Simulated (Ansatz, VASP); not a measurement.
**Two plane-wave programs on Pd**

The input INCAR:

```
SYSTEM = Pd
PREC = Accurate ; ENCUT = 520
EDIFF = 1E-7 ; ISMEAR = 0
SIGMA = 0.15 ; LREAL = .False.
LASPH = .True. ; NELM = 60
ALGO = Normal ; ISIF = 2
LWAVE = .False. ; LCHARG = .False.
GGA = PE ; NBANDS = 11
```

File KPOINTS:

```
regular mesh
0
Gamma
  8 8 8
  0 0 0
```

File POSCAR:

```
Pd
1.0
    0.0000000000      1.9935225000      1.9449000000
    1.9935225000      0.0000000000      1.9449000000
    1.9935225000      1.9935225000      0.0000000000
Pd
1
Direct
    0.0000000000      0.0000000000      0.0000000000
```

Input for Ansatz:

```yaml
crystal:
  lattice:
    - [0.0, 1.9935225, 1.9449]
    - [1.9935225, 0.0, 1.9449]
    - [1.9935225, 1.9935225, 0.0]
  atoms:
    - { symbol: Pd, position: [0.0, 0.0, 0.0] }
basis:
  ecutwfc: 420
kpoints:
  mp_grid: { grid: [8, 8, 8] }
hamiltonian:
  xc: pbe
scf:
  occupations: { method: gaussian, width: 0.15 }
output:
  forces: true
  stress: true
  eigenvalues: true
```

Change from the starting cell: strain +0.025 along x and y, +0.000 along z, atoms carried along.

Alike in both runs: task single point; functional PBE; k mesh 8 × 8 × 8; occupations gaussian, width 0.15 eV; no spin polarisation.

|  | VASP | Ansatz |
| --- | --- | --- |
| version | VASP 6.6.1 | Ansatz 0.2.0 |
| potentials or method | VASP PAW PBE potentials, release 64 (Pd), cutoff 520 eV | scalar-relativistic, plane waves, PAW |
| valence electrons in the cell | 10 | 18 |

```csv
,VASP,Ansatz,Ansatz less VASP
gap on the k mesh at the Fermi level (eV),none,none,-
pressure (GPa),-1.0,-0.7,+0.27
"traceless stress, the component that is largest in VASP (GPa)",0.69,0.70,+0.005
```

A gap of «none» marks a metal or a gap that the smearing closes. VASP's potentials hold 10 valence electrons a cell and Ansatz's 18, so a difference there can come from the potentials and not from the codes.
